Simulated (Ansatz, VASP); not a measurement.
**Sb in VASP and in Ansatz**

The input POSCAR:

```
Sb
1.0
    3.2572860706      0.0000000000      0.0000000000
   -1.6286430353      2.8208924845      0.0000000000
    0.0000000000      0.0000000000      5.4171454360
Sb
2
Direct
    0.3333333333      0.6666666667      0.2500000000
    0.6666666667      0.3333333333      0.7500000000
```

Contents of INCAR.step1:

```
SYSTEM = Sb
PREC = Accurate ; ENCUT = 520
ISMEAR = -1 ; SIGMA = 0.1
LREAL = .False. ; LASPH = .True.
NELM = 80 ; NBANDS = 12
GGA = PE ; ALGO = Normal
EDIFF = 1E-4 ; LWAVE = .True.
LCHARG = .False.
```

INCAR.step2

```
SYSTEM = Sb
PREC = Accurate ; ENCUT = 520
EDIFF = 1E-6 ; ISMEAR = -1
SIGMA = 0.1 ; LREAL = .False.
LASPH = .True. ; NELM = 80
ALGO = Normal ; ISIF = 2
LWAVE = .False. ; LCHARG = .False.
METAGGA = R2SCAN ; LMIXTAU = .True.
NBANDS = 12 ; ISTART = 1
```

The input KPOINTS:

```
Automatic mesh
0
Gamma
  12 12 7
  0 0 0
```

Input for Ansatz:

```yaml
crystal:
  lattice:
    - [3.2572860706, 0.0, 0.0]
    - [-1.6286430353, 2.8208924845, 0.0]
    - [0.0, 0.0, 5.417145436]
  atoms:
    - { symbol: Sb, position: [0.3333333333, 0.6666666667, 0.25] }
    - { symbol: Sb, position: [0.6666666667, 0.3333333333, 0.75] }
hamiltonian:
  xc: r2scan
  pseudopotentials:
    kind: paw
    azcp:
      Sb: "pseudopotentials/Sb.paw.azcp"
basis:
  ecutwfc: 500
  fft_grid_basis: typed
kpoints:
  mp_grid: { grid: [12, 12, 7], shift: [0, 0, 0] }
magnetization:
  spin_polarized: false
scf:
  occupations: { method: fermi_dirac, width: 0.1 }
  lower_state_search: "off"
output:
  stress: true
```

Alike in both runs: task single point; functional r2SCAN; k mesh 12 × 12 × 7; occupations fermi-dirac, width 0.1 eV; no spin polarisation.

|  | VASP | Ansatz |
| --- | --- | --- |
| version | VASP 6.6.1 | Ansatz 0.2.0 |
| potentials or method | VASP PAW PBE potentials, release 64 (Sb), cutoff 520 eV | plane waves (500 eV) with PAW, scalar-relativistic |
| valence electrons in the cell | 10 | 30 |

|  | VASP | Ansatz | Ansatz less VASP |
| --- | --- | --- | --- |
| pressure (GPa) | 6.4 | 6.5 | +0.07 |
| traceless stress, the component that is largest in VASP (GPa) | -1.32 | -1.31 | +0.013 |

VASP's potentials were made for PBE, not for r2SCAN. VASP's potentials hold 10 valence electrons a cell and Ansatz's 30, so a difference there can come from the potentials and not from the codes.

Spin-orbit coupling is off throughout.
